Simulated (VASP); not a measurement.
Here is a VASP 6.6.1 calculation.

INCAR

```
SYSTEM = SnC2S2N2
PREC = Accurate ; ENCUT = 1000
EDIFF = 1E-6 ; ISMEAR = -1
SIGMA = 0.1 ; LREAL = .False.
LASPH = .True. ; NELM = 120
ALGO = Normal ; ISIF = 2
LWAVE = .False. ; LCHARG = .False.
GGA = PE ; NBANDS = 57
GGA_COMPAT = .False.
```

Contents of KPOINTS:

```
regular mesh
0
Gamma
  3 3 2
  0 0 0
```

POSCAR

```
SnC2S2N2
1.0
    5.7014610000     -0.0165490000     -0.0394660000
   -0.3022210000      5.0520930000     -0.0224410000
    1.8262730000      1.3187870000     10.1908990000
Sn N S C
2 4 4 4
Direct
    0.1923732376      0.1737657125      0.2527224221
    0.8130911936      0.8297822468      0.7436581994
    0.7723221747      0.0773747684      0.9102475487
    0.2212481596      0.9132169698      0.0919142935
    0.4108546622      0.8629385992      0.3503213009
    0.5887950583      0.1404924877      0.6496984395
    0.8520639926      0.7359417865      0.4045076717
    0.1364792218      0.2685949319      0.5940125427
    0.7199114777      0.3844966227      0.1257702108
    0.2815324159      0.6228945050      0.8741435210
    0.6002630493      0.8081039058      0.3715214567
    0.3984855441      0.1902910452      0.6241367863
    0.7584611313      0.2003850984      1.0024087442
    0.2502784826      0.8000378450      0.9974205553
```

Potentials or basis: VASP PAW PBE potentials, release 64 (Sn_d, N_h, S, C_h).

Command:

```sh
$ cat potpaw_PBE.64/Sn_d/POTCAR potpaw_PBE.64/N_h/POTCAR potpaw_PBE.64/S/POTCAR potpaw_PBE.64/C_h/POTCAR > POTCAR
$ mpirun -np 1 vasp_std > vasp.out
```

**Question.** What does it give for the band gap on the k mesh?

**Answer.** 2.67 eV (least direct gap 2.68 eV).

**Question.** Predict the largest force.

**Answer.** 1.554 eV/Å.

**Question.** Predict the pressure.

**Answer.** -1.0 GPa.

Stress tensor (GPa, compression positive):
```
 0.26  0.18  0.07
 0.18 -1.32 -1.51
 0.07 -1.51 -2.02
```

Caveat: spin-orbit coupling is left out, which moves the levels of the heavy elements; forces of over 1 eV/Å act on the atoms, so gaps and moduli don't describe the material at rest. A k mesh can miss the band edges.
